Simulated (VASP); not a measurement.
# Zn in VASP: single point with PBE

Aim: the single point of Zn with PBE.

Everything below comes from runs of VASP 6.6.1. Logs are shortened: lines on timing, memory, paths and dates and some standing lists are left out, and cuts for length are marked.

## 1. The cell of the first run

The cell holds a slab with vacuum, 10 atoms: a = 2.635 Å, b = 5.092 Å, c = 24.890 Å, α = 90.00°, β = 90.00°, γ = 90.00°.

## 2. Single point, PBE

File INCAR:

```
SYSTEM = Zn
  ALGO = Normal
  DIPOL = 0.5 0.5 0.500
  EDIFF = 1E-6
  ENCUT = 520
  GGA = PE
  IDIPOL = 3
  ISIF = 2
  ISMEAR = 0
  LASPH = .TRUE.
  LCHARG = .TRUE.
  LDIPOL = .TRUE.
  LELF = .TRUE.
  LREAL = .FALSE.
  LVACPOTAV = .TRUE.
  LVHAR = .TRUE.
  LWAVE = .FALSE.
  NBANDS = 71
  NELM = 80
  PREC = Accurate
  SIGMA = 0.1
```

File KPOINTS:

```
k-points
0
G
  13 7 1
  0 0 0
```

File POSCAR:

```
Zn
1.0
    2.6354132486      0.0000000000      0.0000000000
    0.0000000000      5.0918473105      0.0000000000
    0.0000000000      0.0000000000     24.8901175653
Zn
10
Direct
    0.0000000000      0.7500000000      0.3013244104
    0.5000000000      0.2500000000      0.3318898857
    0.5000000000      0.7500000000      0.3930208364
    0.0000000000      0.2500000000      0.4235863117
    0.0000000000      0.7500000000      0.4847172623
    0.5000000000      0.2500000000      0.5152827377
    0.5000000000      0.7500000000      0.5764136883
    0.0000000000      0.2500000000      0.6069791636
    0.0000000000      0.7500000000      0.6681101143
    0.5000000000      0.2500000000      0.6986755896
```

Potentials or basis: VASP PAW PBE potentials, release 64 (Zn).

Launch:

```console
$ cat potpaw_PBE.64/Zn/POTCAR > POTCAR
$ mpirun -np 1 vasp_std > vasp.out
```

OUTCAR:

```text
SYSTEM = Zn
   EDIFF = 1E-6
   ENCUT = 520
   GGA = PE
   ISIF = 2
   ISMEAR = 0
   LASPH = .TRUE.
   LREAL = .FALSE.
   NELM = 80
   PREC = Accurate

 ion  position               nearest neighbor table
   1  0.000  0.750  0.301-   3 2.64   3 2.64   2 2.97   2 2.97   2 2.97   2 2.97
   2  0.500  0.250  0.332-   4 2.64   4 2.64   1 2.97   1 2.97   1 2.97   1 2.97   3 2.97   3 2.97

   3  0.500  0.750  0.393-   5 2.64   5 2.64   1 2.64   1 2.64   4 2.97   4 2.97   4 2.97   4 2.97
                             2 2.97   2 2.97
   4  0.000  0.250  0.424-   2 2.64   6 2.64   2 2.64   6 2.64   5 2.97   5 2.97   3 2.97   3 2.97
                             3 2.97   3 2.97
   5  0.000  0.750  0.485-   3 2.64   3 2.64   7 2.64   7 2.64   4 2.97   4 2.97   6 2.97   6 2.97
                             6 2.97   6 2.97
   6  0.500  0.250  0.515-   8 2.64   8 2.64   4 2.64   4 2.64   7 2.97   7 2.97   5 2.97   5 2.97
                             5 2.97   5 2.97
   7  0.500  0.750  0.576-   5 2.64   9 2.64   5 2.64   9 2.64   6 2.97   6 2.97   8 2.97   8 2.97
                             8 2.97   8 2.97
   8  0.000  0.250  0.607-   6 2.64   6 2.64  10 2.64  10 2.64   7 2.97   7 2.97   7 2.97   7 2.97
                             9 2.97   9 2.97
   9  0.000  0.750  0.668-   7 2.64   7 2.64  10 2.97  10 2.97  10 2.97  10 2.97   8 2.97   8 2.97

  10  0.500  0.250  0.699-   8 2.64   8 2.64   9 2.97   9 2.97   9 2.97   9 2.97

  LATTYP: Found a simple orthorhombic cell.
 ALAT       =     2.6354132486
 B/A-ratio  =     1.9320868608
 C/A-ratio  =     9.4444837365

  Lattice vectors:

 A1 = (   2.6354132486,   0.0000000000,   0.0000000000)
 A2 = (   0.0000000000,   5.0918473105,   0.0000000000)
 A3 = (   0.0000000000,   0.0000000000,  24.8901175653)

Analysis of symmetry for initial positions (statically):
=====================================================================
 Subroutine PRICEL returns:
 Original cell was already a primitive cell.

 Routine SETGRP: Setting up the symmetry group for a
 simple orthorhombic supercell.

 Subroutine GETGRP returns: Found  8 space group operations
 (whereof  2 operations were pure point group operations)
 out of a pool of  8 trial point group operations.

The static configuration has the point symmetry C_1h.
 The point group associated with its full space group is D_2h.

Analysis of symmetry for dynamics (positions and initial velocities):
=====================================================================
 Subroutine PRICEL returns:
 Original cell was already a primitive cell.

 Routine SETGRP: Setting up the symmetry group for a
 simple orthorhombic supercell.

 Subroutine GETGRP returns: Found  8 space group operations
 (whereof  2 operations were pure point group operations)
 out of a pool of  8 trial point group operations.

The dynamic configuration has the point symmetry C_1h.
 The point group associated with its full space group is D_2h.

 Subroutine INISYM returns: Found  8 space group operations
 (whereof  2 operations are pure point group operations),
 and found     1 'primitive' translations

----------------------------------------------------------------------------------------

                                     Primitive cell

  volume of cell :     334.0035

  direct lattice vectors                    reciprocal lattice vectors
     2.635413249  0.000000000  0.000000000     0.379447132  0.000000000  0.000000000
     0.000000000  5.091847311  0.000000000     0.000000000  0.196392378  0.000000000
     0.000000000  0.000000000 24.890117565     0.000000000  0.000000000  0.040176588

  length of vectors
     2.635413249  5.091847311 24.890117565     0.379447132  0.196392378  0.040176588

  position of ions in fractional coordinates (direct lattice)
     0.000000000  0.750000000  0.301324410
     0.500000000  0.250000000  0.331889886
     0.500000000  0.750000000  0.393020836
     0.000000000  0.250000000  0.423586312
     0.000000000  0.750000000  0.484717262
     0.500000000  0.250000000  0.515282738
     0.500000000  0.750000000  0.576413688
     0.000000000  0.250000000  0.606979164
     0.000000000  0.750000000  0.668110114
     0.500000000  0.250000000  0.698675590

  ion indices of the primitive-cell ions
   primitive index   ion index
                 1           1
                 2           2
                 3           3
                 4           4
                 5           5
                 6           6
                 7           7
                 8           8
                 9           9
                10          10

----------------------------------------------------------------------------------------

 KPOINTS: k-points

Automatic generation of k-mesh.
 Grid dimensions read from file:
 generate k-points for:   13    7    1

 Generating k-lattice:

  Cartesian coordinates                     Fractional coordinates (reciprocal lattice)
     0.029188241  0.000000000  0.000000000     0.076923077  0.000000000  0.000000000
     0.000000000  0.028056054  0.000000000     0.000000000  0.142857143  0.000000000
     0.000000000  0.000000000  0.040176588     0.000000000  0.000000000  1.000000000

  Length of vectors
     0.029188241  0.028056054  0.040176588

  Shift w.r.t. Gamma in fractional coordinates (k-lattice)
     0.000000000  0.000000000  0.000000000

 Subroutine IBZKPT returns following result:
 ===========================================

 Found     28 irreducible k-points:

 Following reciprocal coordinates:
            Coordinates               Weight
  0.000000  0.000000  0.000000      1.000000
  0.076923  0.000000  0.000000      2.000000
  0.153846  0.000000  0.000000      2.000000
  0.230769  0.000000  0.000000      2.000000
  0.307692  0.000000  0.000000      2.000000
  0.384615  0.000000  0.000000      2.000000
[... 16 lines left out ...]
  0.076923  0.428571  0.000000      4.000000
  0.153846  0.428571  0.000000      4.000000
 [... further k-points ...]
   k-points           NKPTS =     28   k-points in BZ     NKDIM =     28   number of bands    NBANDS=     71
   number of dos      NEDOS =    301   number of ions     NIONS =     10
   total plane-waves  NPLWV = 153600
   dimension x,y,z NGX =    20 NGY =   40 NGZ =  192
   dimension x,y,z NGXF=    40 NGYF=   80 NGZF=  384
   ions per type =              10
   NGX,Y,Z   is equivalent  to a cutoff of  12.62, 13.06, 12.82 a.u.
   NGXF,Y,Z  is equivalent  to a cutoff of  25.23, 26.12, 25.65 a.u.
 SYSTEM =  Zn
   PREC   = accura    normal or accurate (medium, high low for compatibility)
   ISTART =      0    job   : 0-new  1-cont  2-samecut
   ICHARG =      2    charge: 1-file 2-atom 10-const
   ISPIN  =      1    spin polarized calculation?
   LNONCOLLINEAR =      F non collinear calculations
   LSORBIT =      F    spin-orbit coupling
   LASPH  =      T    aspherical Exc in radial PAW
   ENCUT  =  520.0 eV  38.22 Ry    6.18 a.u.   4.90  9.47 46.28*2*pi/ulx,y,z
   NELM   =     80;   NELMIN=  2; NELMDL= -5     # of ELM steps
   EDIFF  = 0.1E-05   stopping-criterion for ELM
   LREAL  =      F    real-space projection
   EDIFFG = 0.1E-04   stopping-criterion for IOM
   NSW    =      0    number of steps for IOM
   IBRION =     -1    ionic relax: 0-MD 1-quasi-New 2-CG
   NFREE  =      0    steps in history (QN), initial steepest desc. (CG)
   ISIF   =      2    stress and relaxation
   ISYM   =      2    0-nonsym 1-usesym 2-fastsym
   POTIM  = 0.5000    time-step for ionic-motion
   TEBEG  =    0.0;   TEEND  =   0.0 temperature during run
   PSTRESS=    0.0 pullay stress
   NELECT =     120.0000    total number of electrons
   NUPDOWN=      -1.0000    fix difference up-down
   EMIN   =  10.00;   EMAX   =-10.00  energy-range for DOS
   EFERMI =   0.00;   METHOD = LEGACY
   ISMEAR =     0;   SIGMA  =   0.10  broadening in eV -4-tet -1-fermi 0-gaus
   EFERMI_NEDOS =   21; number of points for ismear=-14 and -15
   IALGO  =     38    algorithm
   IMIX   =      4    mixing-type and parameters
     AMIX     =   0.40;   BMIX     =  1.00
     AMIX_MAG =   1.60;   BMIX_MAG =  1.00
  volume/ion in A,a.u.               =      33.40       225.40
  Fermi-wavevector in a.u.,A,eV,Ry     =   1.163818  2.199296 18.428700  1.354471
  Thomas-Fermi vector in A             =   2.300363
   LORBIT       =      0    0 simple, 1 ext, 2 COOP (PROOUT), +10 PAW based schemes
   GGA     = PE    functional components
   LHFCALC =     F    Hartree Fock is set to
   AEXX    =    0.0000 exact exchange contribution
   IVDW    =     0    specifies the selected vdW correction
   LEPSILON=     F    determine dielectric tensor
   LRPA    =     F    only Hartree local field effects (RPA)
 non-spin polarized calculation
 Gauss-broadening in eV      SIGMA  =   0.10
  energy-cutoff  :      520.00
  volume of cell :      334.00
 maximum number of plane-waves:      9045
 NGX is ok and might be reduce to    20
   NGX =  9   NGY = 19   NGZ = 93

 dipolmoment           0.000000      0.000000      0.000000 electrons x Angstroem

 number of electron     119.9999984 magnetization

 dipolmoment           0.000000      0.000000     -0.000000 electrons x Angstroem

 Free energy of the ion-electron system (eV)
  ---------------------------------------------------
  ext. energy  EPLUGINS =         0.00000000
  ---------------------------------------------------
  free energy    TOTEN  =        -9.71352133 eV

  energy without entropy =       -9.69505200  energy(sigma->0) =       -9.70428666

 E-fermi :  -0.9931     XC(G=0):  -6.0379

 val. band max:       -1.0021452745   @ k =   0.4615   0.2857   0.0000
 cond. band min:      -0.9904283549   @ k =   0.4615   0.1429   0.0000
 fundamental gap:      0.0117169196
 Fermi energy:        -0.9931075815

 k-point     1 :       0.0000    0.0000    0.0000
  band No.  band energies     occupation
      1     -10.9547      2.00000
      2     -10.1735      2.00000
      3      -9.3950      2.00000
      4      -9.3239      2.00000
      5      -9.2544      2.00000
      6      -9.1568      2.00000
[... 63 lines left out ...]
     70       3.0071      0.00000
     71       3.9461      0.00000
[... 1700 lines left out ...]
     70       4.5435      0.00000
     71       5.0151      0.00000

 [... further k-points ...]
[... 5 lines left out ...]
  --------------------------------------------------------------------------------------
  -------------------------------------------------------------------------------------
  Total       -2.2772877     -3.4310529      3.0597424      0.0000000     -0.0000000      0.0000000
  in kB      -10.9238928    -16.4583747     14.6772402      0.0000000     -0.0000000      0.0000000
  external PRESSURE =      -4.2350091 kB  Pullay stress =       0.0000000 kB

 VOLUME and BASIS-vectors are now :
 -----------------------------------------------------------------------------
  energy-cutoff  :      520.00
  volume of cell :      334.00
      direct lattice vectors                 reciprocal lattice vectors
     2.635413249  0.000000000  0.000000000     0.379447132  0.000000000  0.000000000
     0.000000000  5.091847311  0.000000000     0.000000000  0.196392378  0.000000000
     0.000000000  0.000000000 24.890117565     0.000000000  0.000000000  0.040176588

 POSITION                                       TOTAL-FORCE (eV/Angst)
 -----------------------------------------------------------------------------------
      0.00000      3.81889      7.50000         0.000000      0.000000     -0.050074
      1.31771      1.27296      8.26078        -0.000000      0.000000     -0.514532
      1.31771      3.81889      9.78233        -0.000000     -0.000000      0.305840
      0.00000      1.27296     10.54311        -0.000000      0.000000     -0.004830
      0.00000      3.81889     12.06467         0.000000      0.000000      0.118312
      1.31771      1.27296     12.82545         0.000000     -0.000000     -0.118312
      1.31771      3.81889     14.34700        -0.000000     -0.000000      0.004830
      0.00000      1.27296     15.10778        -0.000000      0.000000     -0.305840
      0.00000      3.81889     16.62934        -0.000000      0.000000      0.514532
      1.31771      1.27296     17.39012         0.000000      0.000000      0.050074
 -----------------------------------------------------------------------------------
    total drift:                               -0.000000      0.000000      0.000000

  FREE ENERGIE OF THE ION-ELECTRON SYSTEM (eV)
  ---------------------------------------------------
  free  energy   TOTEN  =        -9.7135213264 eV

  energy  without entropy=       -9.6950519986  energy(sigma->0) =       -9.70428666

 vacuum level on the upper side and lower side of the slab         3.343         3.343
```

Wall time 16 min (1 thread of Intel Xeon Platinum 8259CL at 2.50GHz (Skylake/Cascade Lake), shared host); peak memory 0.65 GiB.

What came out:

- Free energy: -9.7135 eV
- Largest force: 0.515 eV/Å
- Band gap on the k mesh: zero (bands 60 and 61 overlap by 2.31 eV)

Forces in eV/Å, atoms in the order of the input:
```
Zn   0.000  0.000 -0.050
Zn   0.000  0.000 -0.515
Zn   0.000  0.000  0.306
Zn   0.000  0.000 -0.005
Zn   0.000  0.000  0.118
Zn   0.000  0.000 -0.118
Zn   0.000  0.000  0.005
Zn   0.000  0.000 -0.306
Zn   0.000  0.000  0.515
Zn   0.000  0.000  0.050
```

Levels at points of the mesh, in eV from the Fermi level:
| k point | band 57 | band 58 | band 59 | band 60 | band 61 | band 62 | band 63 | band 64 |
| --- | --- | --- | --- | --- | --- | --- | --- | --- |
| (0.00, 0.00, 0.00) | -3.20 | -2.62 | -2.27 | -2.08 | -1.34 | -0.88 | -0.10 | 0.58 |
